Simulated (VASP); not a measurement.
The system is I.

```
I
1.0
     0.00000    2.38127    3.93573
     2.20676    0.00000    3.93573
     2.20676    2.38127    0.00000
I
1
Direct
  0.00000 0.00000 0.00000
```

Base run:

* Program: VASP 6.6.1
* Functional: PBE
* Dispersion: D3(BJ)
* Potentials or basis: VASP PAW PBE potentials, release 64 (I)
* Cutoff: 520 eV
* k mesh: 9 × 9 × 9
* Occupations: fermi-dirac, width 0.05 eV
* Spin: no spin polarisation

Its results: band gap on the k mesh zero (an odd number of electrons rules out a gap without spin polarisation); pressure -1.4 GPa.

The run is repeated on the same cell with these changes: functional from PBE to BLYP; dispersion from D3(BJ) to none. What comes out?

Band gap on the k mesh zero (an odd number of electrons rules out a gap without spin polarisation); pressure 2.5 GPa.

Several settings changed at once.

Caveats: spin-orbit coupling is left out, which moves the levels of the heavy elements; an odd number of electrons without spin polarisation forces a metal; a magnetic or distorted state may lie lower; the PAW data sets were made with another functional, which shifts forces and pressure a little (at least some runs).
